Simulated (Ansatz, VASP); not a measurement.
# AgBiSO in VASP and in Ansatz

Contents of INCAR:

```
SYSTEM = AgBiSO
ALGO = Normal
EDIFF = 1E-6
ENCUT = 600
GGA = PE
GGA_COMPAT = .FALSE.
ISIF = 2
ISMEAR = 0
LASPH = .TRUE.
LCHARG = .FALSE.
LREAL = .FALSE.
LWAVE = .FALSE.
NBANDS = 48
NELM = 120
PREC = Accurate
SIGMA = 0.02
```

The input KPOINTS:

```
k-points
0
G
  10 10 4
  0 0 0
```

Contents of POSCAR:

```
AgBiSO
1.0
    3.9779559875      0.0000000000      0.0000000000
    0.0000000000      3.9779559875      0.0000000000
    0.0000000000      0.0000000000      9.2445243454
Ag Bi S O
2 2 2 2
Direct
    0.0000000000      0.0000000000      0.5000000000
    0.5000000000      0.5000000000      0.5000000000
    0.0000000000      0.5000000000      0.8637029831
    0.5000000000      0.0000000000      0.1362970169
    0.5000000000      0.0000000000      0.6974433050
    0.0000000000      0.5000000000      0.3025566950
    0.5000000000      0.5000000000      0.0000000000
    0.0000000000      0.0000000000      0.0000000000
```

Input for Ansatz:

```yaml
crystal:
  lattice:
    - [3.9779559875, 0.0, 0.0]
    - [0.0, 3.9779559875, 0.0]
    - [0.0, 0.0, 9.2445243454]
  atoms:
    - { symbol: Ag, position: [0.0, 0.0, 0.5] }
    - { symbol: Ag, position: [0.5, 0.5, 0.5] }
    - { symbol: Bi, position: [0.0, 0.5, 0.8637029831] }
    - { symbol: Bi, position: [0.5, 0.0, 0.1362970169] }
    - { symbol: S, position: [0.5, 0.0, 0.697443305] }
    - { symbol: S, position: [0.0, 0.5, 0.302556695] }
    - { symbol: O, position: [0.5, 0.5, 0.0] }
    - { symbol: O, position: [0.0, 0.0, 0.0] }
basis:
  ecutwfc: 420
kpoints:
  mp_grid: { grid: [10, 10, 4] }
  band_path:
    path:
      - [[0.0, 0.0, 0.0], [0.0, 0.5, 0.0], [0.5, 0.5, 0.0], [0.0, 0.0, 0.0], [0.0, 0.0, 0.5], [0.0, 0.5, 0.5], [0.5, 0.5, 0.5], [0.0, 0.0, 0.5]]
      - [[0.0, 0.5, 0.0], [0.0, 0.5, 0.5]]
      - [[0.5, 0.5, 0.0], [0.5, 0.5, 0.5]]
    npoints: 10
hamiltonian:
  xc: pbe
  pseudopotentials: { kind: paw }
scf:
  occupations: { method: gaussian, width: 0.02 }
  n_extra_bands: 10
output:
  forces: true
  stress: true
  eigenvalues: true
```

Alike in both runs: task single point; functional PBE; k mesh 10 × 10 × 4; occupations gaussian, width 0.02 eV; no spin polarisation.

|  | VASP | Ansatz |
| --- | --- | --- |
| version | VASP 6.6.1 | Ansatz 0.2.0 |
| potentials or method | VASP PAW PBE potentials, release 64 (Ag, Bi_d, S, O), cutoff 600 eV | scalar-relativistic, plane waves, PAW |
| valence electrons in the cell | 76 | 92 |

Ansatz gave:

| Item | Value |
| --- | --- |
| gap on the k mesh at the Fermi level (eV) | 0.58 |
| least direct gap on the mesh (eV) | 0.78 |
| pressure (GPa) | 0.0 |
| rms of the force components (eV/Å) | 0.001 |

Q: Which values does VASP return?

A: gap on the k mesh at the Fermi level (eV): 0.58; least direct gap on the mesh (eV): 0.78; pressure (GPa): -0.1; rms of the force components (eV/Å): 0.011.

Atom by atom the forces differ by 0.012 eV/Å (rms over components). VASP's potentials hold 76 valence electrons a cell and Ansatz's 92, so a difference there can come from the potentials and not from the codes.

Spin-orbit coupling is off throughout.
